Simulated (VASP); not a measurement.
Wanted: the native input for a VASP 6.6.1 run.

| Item | Value |
| --- | --- |
| Task | relaxation of cell and atoms |
| Functional | PBE |
| Potentials or basis | VASP PAW PBE potentials, release 64 (Ta_pv, As) |
| Cutoff | 600 eV |
| k mesh | 8 × 8 × 8 |
| Occupations | gaussian, width 0.05 eV |
| Spin | no spin polarisation |
| Dipole correction | no |
| Further INCAR settings | ALGO = Normal; EDIFF = 1e-07; IBRION = 2; EDIFFG = -0.03; NSW = 80; ISIF = 3 |

The structure of TaAs lies in POSCAR:

```
TaAs
1.0
   -1.7218133622      1.7218133622      5.8679415361
    1.7218133622     -1.7218133622      5.8679415361
    1.7218133622      1.7218133622     -5.8679415361
Ta As
2 2
Direct
    0.4999673000      0.9999673000      0.5000000000
    0.7499673000      0.7499673000      0.0000000000
    0.0826321200      0.5826321200      0.5000000000
    0.3326321200      0.3326321200      0.0000000000
```

These files were run (other wordings do the same):

INCAR

```
PREC = Accurate
ENCUT = 600
EDIFF = 1E-7
ISMEAR = 0
SIGMA = 0.05
LREAL = F
LASPH = T
NELM = 60
ALGO = Normal
ISIF = 3
LWAVE = F
LCHARG = F
GGA = PE
IBRION = 2
NSW = 80
EDIFFG = -0.03
```

KPOINTS

```
Automatic mesh
0
Gamma
  8 8 8
```

Potentials or basis: VASP PAW PBE potentials, release 64 (Ta_pv, As).

The run is started by

```sh
$ cat potpaw_PBE.64/Ta_pv/POTCAR potpaw_PBE.64/As/POTCAR > POTCAR
$ mpirun -np 1 vasp_std > vasp.out
```

It gave:

```
Relaxed volume                        : 17.65 Å³/atom
Relaxed cell                          : a = 6.379 Å, b = 6.379 Å, c = 6.379 Å, α = 148.51°, β = 148.51°, γ = 45.13°
Space group after relaxing (to 0.1 Å) : I4_1md (No. 109)
Energy gained by relaxing             : 2.1 meV/atom
Ionic steps                           : 3
Pressure after relaxing               : 0.0 GPa
Largest force after relaxing          : 0.020 eV/Å
Band gap on the k mesh                : zero (bands 16 and 17 overlap by 0.05 eV)
```

Caveat: spin-orbit coupling is left out, which moves the levels of the heavy elements.

It took 37 min on 1 thread of Intel Xeon 8259CL, with other jobs on the host, peak memory 0.47 GiB.
